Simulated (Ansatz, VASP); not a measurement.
BeS: VASP beside Ansatz

```
Be S
1.0
     1.58628   -7.08606    0.00000
     1.58628    7.08606    0.00000
     0.00000    0.00000    3.17343
Be S
2 2
Cartesian
  1.5863 -2.7479 2.3801
  1.5863 2.7479 0.7934
  1.5863 -4.8471 2.3801
  1.5863 4.8471 0.7934
```

Change from the starting cell: species swapped into the PbSe type (Cmcm, No. 63).

Alike in both runs: functional PBE; k mesh 10 × 10 × 8; occupations gaussian, width 0.02 eV; no spin polarisation.

Ansatz relaxed the structure, and its values are those at the end. VASP's run is a single point on that final structure, the one shown.

```csv
,VASP,Ansatz
version,VASP 6.6.1,Ansatz 0.2.0
potentials or method,"VASP PAW PBE potentials, release 64 (Be, S), cutoff 520 eV","scalar-relativistic, plane waves, PAW"
valence electrons in the cell,16,16
```

VASP gave:

* gap on the k mesh at the Fermi level (eV): 1.13
* least direct gap on the mesh (eV): 3.36
* pressure (GPa): 0.0
* rms of the force components (eV/Å): 0.007

Problem. Which values does Ansatz return?

Solution. gap on the k mesh at the Fermi level (eV): 1.13; least direct gap on the mesh (eV): 3.35; pressure (GPa): 0.0; rms of the force components (eV/Å): 0.001.
